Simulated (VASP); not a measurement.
# Ba2Au3 (Pm-3m) in VASP: a series of runs, part 2 of 2

VASP 6.6.1. The steps go on from the part before.

## Step 3: Relaxation of cell and atoms, PBE

File INCAR:

```
SYSTEM = Ba2Au3
  PREC = Accurate
  ENCUT = 600
  EDIFF = 1E-6
  ISMEAR = 0
  SIGMA = 0.1
  LREAL = .FALSE.
  LASPH = .TRUE.
  NELM = 100
  ALGO = Normal
  ISIF = 3
  LWAVE = .FALSE.
  LCHARG = .FALSE.
  GGA = PE
  IBRION = 2
  NSW = 100
  EDIFFG = -0.01
```

File KPOINTS:

```
Automatic mesh
0
G
  6 6 6
  0 0 0
```

File POSCAR:

```
Ba2Au3
1.0
    5.9169015903      0.0000000000      0.0000000000
    0.0000000000      5.9169015903      0.0000000000
    0.0000000000      0.0000000000      5.9169015903
Ba Au
2 3
Direct
    0.5000000000      0.5000000000      0.5000000000
    0.0000000000      0.0000000000      0.0000000000
    0.0000000000      0.5000000000      0.5000000000
    0.5000000000      0.0000000000      0.5000000000
    0.5000000000      0.5000000000      0.0000000000
```

Potentials or basis: VASP PAW PBE potentials, release 64 (Ba_sv, Au).

Started as:

```
cat potpaw_PBE.64/Ba_sv/POTCAR potpaw_PBE.64/Au/POTCAR > POTCAR
mpirun -np 1 vasp_std > vasp.out
```

OUTCAR:

```text
SYSTEM = Ba2Au3
   PREC = Accurate
   ENCUT = 600
   EDIFF = 1E-6
   ISMEAR = 0
   LREAL = .FALSE.
   LASPH = .TRUE.
   NELM = 100
   ISIF = 3
   GGA = PE
   IBRION = 2
   NSW = 100
   EDIFFG = -0.01

 ion  position               nearest neighbor table
   1  0.500  0.500  0.500-   3 2.96   4 2.96   5 2.96   5 2.96   4 2.96   3 2.96
   2  0.000  0.000  0.000-
   3  0.000  0.500  0.500-   1 2.96   1 2.96
   4  0.500  0.000  0.500-   1 2.96   1 2.96
   5  0.500  0.500  0.000-   1 2.96   1 2.96

  LATTYP: Found a simple cubic cell.
 ALAT       =     5.9169015903

  Lattice vectors:

 A1 = (   5.9169015903,   0.0000000000,   0.0000000000)
 A2 = (   0.0000000000,   5.9169015903,   0.0000000000)
 A3 = (   0.0000000000,   0.0000000000,   5.9169015903)

Analysis of symmetry for initial positions (statically):
=====================================================================
 Subroutine PRICEL returns:
 Original cell was already a primitive cell.

 Routine SETGRP: Setting up the symmetry group for a
 simple cubic supercell.

 Subroutine GETGRP returns: Found 48 space group operations
 (whereof 48 operations were pure point group operations)
 out of a pool of 48 trial point group operations.

The static configuration has the point symmetry O_h .

Analysis of symmetry for dynamics (positions and initial velocities):
=====================================================================
 Subroutine PRICEL returns:
 Original cell was already a primitive cell.

 Routine SETGRP: Setting up the symmetry group for a
 simple cubic supercell.

 Subroutine GETGRP returns: Found 48 space group operations
 (whereof 48 operations were pure point group operations)
 out of a pool of 48 trial point group operations.

The dynamic configuration has the point symmetry O_h .
[... 104 lines left out ...]
   IBRION =      2    ionic relax: 0-MD 1-quasi-New 2-CG
   NFREE  =      1    steps in history (QN), initial steepest desc. (CG)
   ISIF   =      3    stress and relaxation
   ISYM   =      2    0-nonsym 1-usesym 2-fastsym
   POTIM  = 0.5000    time-step for ionic-motion
   TEBEG  =    0.0;   TEEND  =   0.0 temperature during run
   PSTRESS=    0.0 pullay stress
   NELECT =      53.0000    total number of electrons
   NUPDOWN=      -1.0000    fix difference up-down
   EMIN   =  10.00;   EMAX   =-10.00  energy-range for DOS
   EFERMI =   0.00;   METHOD = LEGACY
   ISMEAR =     0;   SIGMA  =   0.10  broadening in eV -4-tet -1-fermi 0-gaus
   EFERMI_NEDOS =   21; number of points for ismear=-14 and -15
   IALGO  =     38    algorithm
   IMIX   =      4    mixing-type and parameters
     AMIX     =   0.40;   BMIX     =  1.00
     AMIX_MAG =   1.60;   BMIX_MAG =  1.00
  volume/ion in A,a.u.               =      41.43       279.58
  Fermi-wavevector in a.u.,A,eV,Ry     =   1.039296  1.963984 14.696135  1.080135
  Thomas-Fermi vector in A             =   2.173819
   LORBIT       =      0    0 simple, 1 ext, 2 COOP (PROOUT), +10 PAW based schemes
   GGA     = PE    functional components
   LHFCALC =     F    Hartree Fock is set to
   AEXX    =    0.0000 exact exchange contribution
   IVDW    =     0    specifies the selected vdW correction
   LEPSILON=     F    determine dielectric tensor
   LRPA    =     F    only Hartree local field effects (RPA)
 conjugate gradient relaxation of ions
 non-spin polarized calculation
 Gauss-broadening in eV      SIGMA  =   0.10
  energy-cutoff  :      600.00
  volume of cell :      207.15
 maximum number of plane-waves:      6968
 NGX is ok and might be reduce to    48
   NGX = 23   NGY = 23   NGZ = 23

--------------------------------------- Ionic step        1  -------------------------------------------

 number of electron      52.9999993 magnetization

 Free energy of the ion-electron system (eV)
  ---------------------------------------------------
  ext. energy  EPLUGINS =         0.00000000
  ---------------------------------------------------
  free energy    TOTEN  =       -14.54525144 eV

  energy without entropy =      -14.53831714  energy(sigma->0) =      -14.54178429

------------------------ aborting loop because EDIFF is reached ----------------------------------------

  FORCE on cell =-STRESS in cart. coord.  units (eV):
  Direction    XX          YY          ZZ          XY          YZ          ZX
  --------------------------------------------------------------------------------------
  -------------------------------------------------------------------------------------
  Total        0.7362390      0.7362390      0.7362390     -0.0000000      0.0000000     -0.0000000
  in kB        5.6943787      5.6943787      5.6943787     -0.0000000      0.0000000     -0.0000000
  external PRESSURE =       5.6943787 kB  Pullay stress =       0.0000000 kB
[... 65 lines left out ...]
--------------------------------------- Ionic step        3  -------------------------------------------

 number of electron      53.0000005 magnetization

 Free energy of the ion-electron system (eV)
  ---------------------------------------------------
  ext. energy  EPLUGINS =         0.00000000
  ---------------------------------------------------
  free energy    TOTEN  =       -14.55495138 eV

  energy without entropy =      -14.54863606  energy(sigma->0) =      -14.55179372

 E-fermi :   2.3187     XC(G=0):  -8.0745

 val. band max:        2.2281187245   @ k =   0.3333   0.3333   0.0000
 cond. band min:       2.4105889537   @ k =   0.5000   0.3333   0.3333
 fundamental gap:      0.1824702293
 Fermi energy:         2.3187362624

 k-point     1 :       0.0000    0.0000    0.0000
  band No.  band energies     occupation
      1     -27.4272      2.00000
      2     -25.2913      2.00000
      3     -12.4780      2.00000
      4     -12.4780      2.00000
      5     -12.4780      2.00000
      6     -10.6778      2.00000
[... 701 lines left out ...]
  FREE ENERGIE OF THE ION-ELECTRON SYSTEM (eV)
  ---------------------------------------------------
  free  energy   TOTEN  =       -14.5549513804 eV

  energy  without entropy=      -14.5486360622  energy(sigma->0) =      -14.55179372

 reached required accuracy - stopping structural energy minimisation
```

OSZICAR:

```text
N       E                     dE             d eps       ncg     rms          rms(c)
DAV:   1     0.390331438024E+03    0.39033E+03   -0.25317E+04  1240   0.165E+03
DAV:   2     0.149332846459E+02   -0.37540E+03   -0.36319E+03  1611   0.297E+02
DAV:   3    -0.144258751790E+02   -0.29359E+02   -0.29124E+02  1589   0.732E+01
DAV:   4    -0.153581622950E+02   -0.93229E+00   -0.93025E+00  1805   0.131E+01
[... 25 lines left out ...]
DAV:   4    -0.145549562888E+02    0.21781E-03   -0.14780E-03  1626   0.166E-01    0.286E-02
DAV:   5    -0.145549539349E+02    0.23539E-05   -0.17543E-04  1624   0.584E-02    0.258E-02
DAV:   6    -0.145549524990E+02    0.14359E-05   -0.21538E-05  1533   0.241E-02    0.658E-03
DAV:   7    -0.145549510027E+02    0.14963E-05   -0.21727E-06  1130   0.852E-03    0.198E-03
DAV:   8    -0.145549513804E+02   -0.37769E-06   -0.39968E-07   809   0.273E-03
   3 F= -.14554951E+02 E0= -.14551794E+02  d E =-.969994E-02
```

Run time: 4.7 min. Hardware: 1 thread of Intel Xeon Platinum 8259CL at 2.50GHz (Skylake/Cascade Lake), shared host; peak memory 0.42 GiB.

Results:

- Free energy: -14.5550 eV
- Relaxed volume: 42.53 Å³/atom
- Relaxed cell: a = 5.969 Å, b = 5.969 Å, c = 5.969 Å, α = 90.00°, β = 90.00°, γ = 90.00°
- Space group after relaxing (to 0.05 Å): Pm-3m (No. 221)
- Energy gained by relaxing: 1.9 meV/atom
- Ionic steps: 3
- Pressure after relaxing: 0.0 GPa

The path:
```csv
step,energy change (eV),largest force (eV/Å),pressure (GPa),volume (Å³)
1,0.0000,0.0000,0.57,207.15
2,-0.0093,0.0000,0.11,211.60
3,-0.0097,0.0000,0.00,212.66
```

Final structure:
```
CELL_PARAMETERS angstrom
5.96887 0.00000 0.00000
0.00000 5.96887 0.00000
0.00000 0.00000 5.96887
ATOMIC_POSITIONS crystal
Ba 0.50000 0.50000 0.50000
Ba 0.00000 0.00000 0.00000
Au 0.00000 0.50000 0.50000
Au 0.50000 0.00000 0.50000
Au 0.50000 0.50000 0.00000
```

Caveat: spin-orbit coupling is left out, which moves the levels of the heavy elements.
